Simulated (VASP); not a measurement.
# Rb (I4/mmm) in VASP: further runs

The runs below take Rb through single point, with LDA.

Everything below comes from runs of VASP 6.6.1. Logs are shortened: lines on timing, memory, paths and dates and some standing lists are left out, and cuts for length are marked.

### Step 1. The cell of the first run

Symmetry: I4/mmm, No. 139, tetragonal system. Conventional cell: a = 4.640 Å, b = 4.640 Å, c = 7.265 Å, α = 90.00°, β = 90.00°, γ = 90.00°.

### Step 2. Single point, LDA (78.21 Å³/atom)

INCAR

```
ALGO = Fast ; EDIFF = 1E-6
ENCUT = 520 ; GGA = CA
ISIF = 2 ; ISMEAR = 0
LASPH = True ; LCHARG = False
LREAL = False ; LWAVE = False
NBANDS = 10 ; NELM = 80
PREC = Accurate ; SIGMA = 0.15
```

KPOINTS

```
k-points
0
Gamma
  14 14 14
```

POSCAR

```
Rb
1.0
   -2.3200268104      2.3200268104      3.6326979798
    2.3200268104     -2.3200268104      3.6326979798
    2.3200268104      2.3200268104     -3.6326979798
Rb
1
Direct
    0.0000000000      0.0000000000      0.0000000000
```

Potentials or basis: VASP PAW LDA potentials, release 64 (Rb_sv).

On the command line:

```console
> cat potpaw_LDA.64/Rb_sv/POTCAR > POTCAR
> mpirun -np 1 vasp_std > vasp.out
```

OUTCAR:

```text
EDIFF = 1E-6
   ENCUT = 520
   GGA = CA
   ISIF = 2
   ISMEAR = 0
   LASPH = True
   LREAL = False
   NELM = 80
   PREC = Accurate

 ion  position               nearest neighbor table
   1  0.000  0.000  0.000-

  LATTYP: Found a body centered tetragonal cell.
 ALAT       =     4.6400536208
 C/A-ratio  =     1.5658000000

  Lattice vectors:

 A1 = (  -2.3200268104,   2.3200268104,   3.6326979798)
 A2 = (   2.3200268104,  -2.3200268104,   3.6326979798)
 A3 = (   2.3200268104,   2.3200268104,  -3.6326979798)

Analysis of symmetry for initial positions (statically):
=====================================================================
 Subroutine PRICEL returns:
 Original cell was already a primitive cell.

 Routine SETGRP: Setting up the symmetry group for a
 body centered tetragonal supercell.

 Subroutine GETGRP returns: Found 16 space group operations
 (whereof 16 operations were pure point group operations)
 out of a pool of 16 trial point group operations.

The static configuration has the point symmetry D_4h.

Analysis of symmetry for dynamics (positions and initial velocities):
=====================================================================
 Subroutine PRICEL returns:
 Original cell was already a primitive cell.

 Routine SETGRP: Setting up the symmetry group for a
 body centered tetragonal supercell.

 Subroutine GETGRP returns: Found 16 space group operations
 (whereof 16 operations were pure point group operations)
 out of a pool of 16 trial point group operations.

The dynamic configuration has the point symmetry D_4h.

 Subroutine INISYM returns: Found 16 space group operations
 (whereof 16 operations are pure point group operations),
 and found     1 'primitive' translations

----------------------------------------------------------------------------------------

                                     Primitive cell

  volume of cell :      78.2123

  direct lattice vectors                    reciprocal lattice vectors
    -2.320026810  2.320026810  3.632697980     0.000000000  0.215514751  0.137638748
     2.320026810 -2.320026810  3.632697980     0.215514751  0.000000000  0.137638748
     2.320026810  2.320026810 -3.632697980     0.215514751  0.215514751  0.000000000

  length of vectors
     4.895052953  4.895052953  4.895052953     0.255716704  0.255716704  0.304783884

  position of ions in fractional coordinates (direct lattice)
     0.000000000  0.000000000  0.000000000

  ion indices of the primitive-cell ions
   primitive index   ion index
                 1           1

----------------------------------------------------------------------------------------

 KPOINTS: k-points

Automatic generation of k-mesh.
 Grid dimensions read from file:
 generate k-points for:   14   14   14

 Generating k-lattice:

  Cartesian coordinates                     Fractional coordinates (reciprocal lattice)
     0.000000000  0.015393911  0.009831339     0.071428571  0.000000000  0.000000000
     0.015393911  0.000000000  0.009831339     0.000000000  0.071428571  0.000000000
     0.015393911  0.015393911  0.000000000     0.000000000  0.000000000  0.071428571

  Length of vectors
     0.018265479  0.018265479  0.021770277

  Shift w.r.t. Gamma in fractional coordinates (k-lattice)
     0.000000000  0.000000000  0.000000000

 Subroutine IBZKPT returns following result:
 ===========================================

 Found    244 irreducible k-points:

 Following reciprocal coordinates:
            Coordinates               Weight
  0.000000  0.000000  0.000000      1.000000
  0.071429 -0.000000  0.000000      8.000000
  0.142857 -0.000000  0.000000      8.000000
  0.214286 -0.000000  0.000000      8.000000
  0.285714 -0.000000  0.000000      8.000000
  0.357143 -0.000000  0.000000      8.000000
[... 16 lines left out ...]
  0.214286  0.142857  0.000000     16.000000
  0.285714  0.142857  0.000000     16.000000
 [... further k-points ...]
   k-points           NKPTS =    244   k-points in BZ     NKDIM =    244   number of bands    NBANDS=     10
   number of dos      NEDOS =    301   number of ions     NIONS =      1
   total plane-waves  NPLWV =  46656
   dimension x,y,z NGX =    36 NGY =   36 NGZ =   36
   dimension x,y,z NGXF=    72 NGYF=   72 NGZF=   72
   ions per type =               1
   NGX,Y,Z   is equivalent  to a cutoff of  12.23, 12.23, 12.23 a.u.
   NGXF,Y,Z  is equivalent  to a cutoff of  24.45, 24.45, 24.45 a.u.
 SYSTEM =  unknown system
   PREC   = accura    normal or accurate (medium, high low for compatibility)
   ISTART =      0    job   : 0-new  1-cont  2-samecut
   ICHARG =      2    charge: 1-file 2-atom 10-const
   ISPIN  =      1    spin polarized calculation?
   LNONCOLLINEAR =      F non collinear calculations
   LSORBIT =      F    spin-orbit coupling
   LASPH  =      T    aspherical Exc in radial PAW
   ENCUT  =  520.0 eV  38.22 Ry    6.18 a.u.   9.10  9.10  9.10*2*pi/ulx,y,z
   NELM   =     80;   NELMIN=  2; NELMDL= -5     # of ELM steps
   EDIFF  = 0.1E-05   stopping-criterion for ELM
   LREAL  =      F    real-space projection
   EDIFFG = 0.1E-04   stopping-criterion for IOM
   NSW    =      0    number of steps for IOM
   IBRION =     -1    ionic relax: 0-MD 1-quasi-New 2-CG
   NFREE  =      0    steps in history (QN), initial steepest desc. (CG)
   ISIF   =      2    stress and relaxation
   ISYM   =      2    0-nonsym 1-usesym 2-fastsym
   POTIM  = 0.5000    time-step for ionic-motion
   TEBEG  =    0.0;   TEEND  =   0.0 temperature during run
   PSTRESS=    0.0 pullay stress
   NELECT =       9.0000    total number of electrons
   NUPDOWN=      -1.0000    fix difference up-down
   EMIN   =  10.00;   EMAX   =-10.00  energy-range for DOS
   EFERMI =   0.00;   METHOD = LEGACY
   ISMEAR =     0;   SIGMA  =   0.15  broadening in eV -4-tet -1-fermi 0-gaus
   EFERMI_NEDOS =   21; number of points for ismear=-14 and -15
   IALGO  =     68    algorithm
   IMIX   =      4    mixing-type and parameters
     AMIX     =   0.40;   BMIX     =  1.00
     AMIX_MAG =   1.60;   BMIX_MAG =  1.00
  volume/ion in A,a.u.               =      78.21       527.80
  Fermi-wavevector in a.u.,A,eV,Ry     =   0.796277  1.504744  8.626859  0.634056
  Thomas-Fermi vector in A             =   1.902768
   LORBIT       =      0    0 simple, 1 ext, 2 COOP (PROOUT), +10 PAW based schemes
   GGA     = CA    functional components
   LHFCALC =     F    Hartree Fock is set to
   AEXX    =    0.0000 exact exchange contribution
   IVDW    =     0    specifies the selected vdW correction
   LEPSILON=     F    determine dielectric tensor
   LRPA    =     F    only Hartree local field effects (RPA)
 non-spin polarized calculation
 RMM-DIIS sequential band-by-band and
 Gauss-broadening in eV      SIGMA  =   0.15
  energy-cutoff  :      520.00
  volume of cell :       78.21
 maximum number of plane-waves:      2131
   NGX = 19   NGY = 19   NGZ = 19

 number of electron       9.0000000 magnetization

 Free energy of the ion-electron system (eV)
  ---------------------------------------------------
  ext. energy  EPLUGINS =         0.00000000
  ---------------------------------------------------
  free energy    TOTEN  =        -1.06426665 eV

  energy without entropy =       -1.05464329  energy(sigma->0) =       -1.05945497

 E-fermi :   0.1432     XC(G=0):  -6.0767

 val. band max:        0.1400102002   @ k =   0.5000   0.1429   0.0714
 cond. band min:       0.1442726776   @ k =  -0.0714   0.4286   0.0714
 fundamental gap:      0.0042624774
 Fermi energy:         0.1431843526

 k-point     1 :       0.0000    0.0000    0.0000
  band No.  band energies     occupation
      1     -28.5780      2.00000
      2     -12.6633      2.00000
      3     -12.6562      2.00000
      4     -12.6562      2.00000
      5      -2.0507      2.00000
      6       3.5235      0.00000
      7       3.9549      0.00000
      8       3.9549      0.00000
      9       4.7146      0.00000
     10       5.6637      0.00000

 k-point     2 :       0.0714   -0.0000    0.0000
  band No.  band energies     occupation
      1     -28.5776      2.00000
      2     -12.6681      2.00000
      3     -12.6617      2.00000
      4     -12.6567      2.00000
      5      -1.9839      2.00000
      6       3.4902      0.00000
      7       3.8373      0.00000
      8       3.9906      0.00000
      9       4.6687      0.00000
     10       5.5609      0.00000

 k-point     3 :       0.1429   -0.0000    0.0000
  band No.  band energies     occupation
      1     -28.5764      2.00000
      2     -12.6908      2.00000
      3     -12.6675      2.00000
      4     -12.6581      2.00000
      5      -1.7878      2.00000
      6       3.2211      0.00000
      7       3.7296      0.00000
      8       4.0799      0.00000
      9       4.6231      0.00000
     10       5.3502      0.00000

 k-point     4 :       0.2143   -0.0000    0.0000
  band No.  band energies     occupation
      1     -28.5747      2.00000
      2     -12.7249      2.00000
      3     -12.6740      2.00000
      4     -12.6602      2.00000
      5      -1.4743      2.00000
      6       2.7597      0.00000
      7       3.6596      0.00000
      8       4.1533      0.00000
      9       4.7327      0.00000
     10       5.2189      0.00000
[... 222 lines left out ...]
 k-point    22 :       0.1429    0.1429    0.0000
  band No.  band energies     occupation
      1     -28.5744      2.00000
      2     -12.7184      2.00000
      3     -12.6823      2.00000
      4     -12.6692      2.00000
      5      -1.3903      2.00000
      6       2.8291      0.00000
      7       3.4911      0.00000
      8       4.1206      0.00000
      9       4.3645      0.00000
     10       5.4263      0.00000

 k-point    23 :       0.2143    0.1429    0.0000
  band No.  band energies     occupation
      1     -28.5727      2.00000
      2     -12.7446      2.00000
      3     -12.6931      2.00000
      4     -12.6743      2.00000
      5      -1.0250      2.00000
      6       2.4991      0.00000
      7       3.2234      0.00000
      8       4.0800      0.00000
      9       4.4802      0.00000
     10       5.6860      0.00000

 k-point    24 :       0.2857    0.1429    0.0000
  band No.  band energies     occupation
      1     -28.5709      2.00000
      2     -12.7742      2.00000
      3     -12.6996      2.00000
      4     -12.6796      2.00000
      5      -0.5768      2.00000
      6       2.0545      0.00000
      7       3.0926      0.00000
      8       3.8775      0.00000
      9       4.8853      0.00000
     10       6.0581      0.00000

 [... further k-points ...]
[... 5 lines left out ...]
  --------------------------------------------------------------------------------------
  -------------------------------------------------------------------------------------
  Total        0.0168695      0.0168695     -0.0582526      0.0000000     -0.0000000      0.0000000
  in kB        0.3455707      0.3455707     -1.1933035      0.0000000     -0.0000000      0.0000000
  external PRESSURE =      -0.1673874 kB  Pullay stress =       0.0000000 kB

 VOLUME and BASIS-vectors are now :
 -----------------------------------------------------------------------------
  energy-cutoff  :      520.00
  volume of cell :       78.21
      direct lattice vectors                 reciprocal lattice vectors
    -2.320026810  2.320026810  3.632697980     0.000000000  0.215514751  0.137638748
     2.320026810 -2.320026810  3.632697980     0.215514751  0.000000000  0.137638748
     2.320026810  2.320026810 -3.632697980     0.215514751  0.215514751  0.000000000

 POSITION                                       TOTAL-FORCE (eV/Angst)
 -----------------------------------------------------------------------------------
      0.00000      0.00000      0.00000        -0.000000      0.000000     -0.000000
 -----------------------------------------------------------------------------------
    total drift:                               -0.000000      0.000000      0.000000

  FREE ENERGIE OF THE ION-ELECTRON SYSTEM (eV)
  ---------------------------------------------------
  free  energy   TOTEN  =        -1.0642666486 eV

  energy  without entropy=       -1.0546432898  energy(sigma->0) =       -1.05945497
```

Wall time 71 s (1 thread of Intel Xeon Platinum 8488C (Sapphire Rapids), shared host); peak memory 0.3 GiB.

What came out:

```
Free energy            : -1.0643 eV
Pressure               : 0.0 GPa
Band gap on the k mesh : zero (an odd number of electrons rules out a gap without spin polarisation)
```

### Step 3. Single point, LDA (78.21 Å³/atom)

INCAR

```
SYSTEM = Rb
PREC     = Accurate       ! precision mode
ENCUT    = 520            ! plane-wave cutoff, eV
EDIFF    = 1E-6           ! SCF threshold, eV
ISMEAR   = 0              ! smearing method
SIGMA    = 0.15           ! smearing width, eV
LREAL    = .FALSE.        ! projectors in reciprocal space
LASPH    = .TRUE.         ! aspherical terms in the spheres
NELM     = 60             ! most SCF steps
ALGO     = Fast           ! electronic algorithm
ISIF     = 2              ! what is computed and relaxed
LWAVE    = .FALSE.        ! write WAVECAR
LCHARG   = .FALSE.        ! write CHGCAR
NBANDS   = 10             ! bands
```

KPOINTS

```
Automatic mesh
0
G
  14 14 14
  0 0 0
```

POSCAR

```
Rb
1.0
   -2.4385529226      2.4385529226      3.2881447609
    2.4385529226     -2.4385529226      3.2881447609
    2.4385529226      2.4385529226     -3.2881447609
Rb
1
Direct
    0.0000000000      0.0000000000      0.0000000000
```

Potentials or basis: VASP PAW LDA potentials, release 64 (Rb_sv).

On the command line:

```console
> cat potpaw_LDA.64/Rb_sv/POTCAR > POTCAR
> mpirun -np 1 vasp_std > vasp.out
```

Run time: 69 s. Hardware: 1 thread of Intel Xeon Platinum 8488C (Sapphire Rapids), shared host; peak memory 0.3 GiB.

The run converged. Its results:

| Quantity | Value |
| --- | --- |
| Free energy | -1.0662 eV |
| Pressure | 0.0 GPa |
| Band gap on the k mesh | zero (an odd number of electrons rules out a gap without spin polarisation) |

Levels at points of the mesh, in eV from the Fermi level:
```csv
k point,band 2,band 3,band 4,band 5,band 6,band 7,band 8,band 9
"(0.00, 0.00, 0.00)",-12.80,-12.80,-12.79,-2.19,3.58,3.58,3.77,4.91
"(0.50, 0.00, 0.00)",-12.96,-12.82,-12.81,0.06,0.83,3.28,3.57,5.96
"(0.50, 0.50, 0.00)",-12.95,-12.86,-12.84,0.50,1.55,1.78,5.04,5.17
"(0.50, 0.50, 0.50)",-12.95,-12.86,-12.86,0.64,1.64,1.89,4.80,4.80
```

(Part 1 of 2 ends here.)
